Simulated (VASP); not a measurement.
A run of VASP 6.6.1 is set up as follows.

The input INCAR:

```
SYSTEM = InAs
PREC     = Accurate       ! precision mode
ENCUT    = 520            ! plane-wave cutoff, eV
EDIFF    = 1E-6           ! SCF threshold, eV
ISMEAR   = -1             ! smearing method
SIGMA    = 0.02           ! smearing width, eV
LREAL    = .FALSE.        ! projectors in reciprocal space
LASPH    = .TRUE.         ! aspherical terms in the spheres
NELM     = 80             ! most SCF steps
ALGO     = Normal         ! electronic algorithm
ISIF     = 2              ! what is computed and relaxed
LWAVE    = .FALSE.        ! write WAVECAR
LCHARG   = .FALSE.        ! write CHGCAR
GGA      = PE             ! functional
NBANDS   = 16             ! bands
```

Contents of KPOINTS:

```
regular mesh
0
G
  8 8 8
  0 0 0
```

The input POSCAR:

```
InAs
1.0
    0.0000000000      3.1462281850      3.1462281850
    3.1462281850      0.0000000000      3.1462281850
    3.1462281850      3.1462281850      0.0000000000
In As
1 1
Direct
    0.0000000000      0.0000000000      0.0000000000
    0.2500000000      0.2500000000      0.2500000000
```

Potentials or basis: VASP PAW PBE potentials, release 64 (In_d, As).

Run with:

```console
$ cat potpaw_PBE.64/In_d/POTCAR potpaw_PBE.64/As/POTCAR > POTCAR
$ mpirun -np 1 vasp_std > vasp.out
```

Question: What does it give for the band gap on the k mesh?

Answer: Zero (filled and empty bands touch).

Question: Predict the pressure.

Answer: -2.2 GPa.

Caveat: the cell differs from its parent crystal (strain +3.0%); spin-orbit coupling is left out, which moves the levels of the heavy elements.
